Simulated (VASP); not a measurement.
Write the native input for VASP 6.6.1 that does the following.

* Task: single point
* Functional: PBEsol
* Potentials or basis: VASP PAW PBE potentials, release 64 (Ag, Cl)
* Cutoff: 500 eV
* k mesh: 4 × 4 × 4
* Occupations: gaussian, width 0.1 eV
* Spin: no spin polarisation
* Dipole correction: no
* Further INCAR settings: ALGO = Normal; EDIFF = 1e-06; NBANDS = 16

The structure of AgCl lies in POSCAR:

```
AgCl
1.0
    0.0000000000      2.7726629968      2.7726629968
    2.7726629968      0.0000000000      2.7726629968
    2.7726629968      2.7726629968      0.0000000000
Ag Cl
1 1
Direct
    0.0000000000      0.0000000000      0.0000000000
    0.5000000000      0.5000000000      0.5000000000
```

One way to write it, as run:

INCAR

```
PREC     = Accurate       # precision mode
ENCUT    = 500            # plane-wave cutoff, eV
EDIFF    = 1E-6           # SCF threshold, eV
ISMEAR   = 0              # smearing method
SIGMA    = 0.1            # smearing width, eV
LREAL    = False          # projectors in reciprocal space
LASPH    = True           # aspherical terms in the spheres
NELM     = 120            # most SCF steps
ALGO     = Normal         # electronic algorithm
ISIF     = 2              # what is computed and relaxed
LWAVE    = False          # write WAVECAR
LCHARG   = False          # write CHGCAR
GGA      = PS             # functional
NBANDS   = 16             # bands
GGA_COMPAT= False
```

KPOINTS

```
regular mesh
0
Gamma
  4 4 4
```

Potentials or basis: VASP PAW PBE potentials, release 64 (Ag, Cl).

Command:

```bash
$ cat potpaw_PBE.64/Ag/POTCAR potpaw_PBE.64/Cl/POTCAR > POTCAR
$ mpirun -np 1 vasp_std > vasp.out
```

Results of the run:

```json
{
 "Pressure": "-2.5 GPa",
 "Band gap on the k mesh": "0.72 eV, indirect (least direct gap 3.06 eV)"
}
```

Caveat: the k points lie up to 0.49 Å⁻¹ apart; the PAW data sets were made with another functional, which shifts forces and pressure a little.

It took 12 s on 1 thread of Intel Xeon 8259CL, on a shared host, peak memory 0.16 GiB.
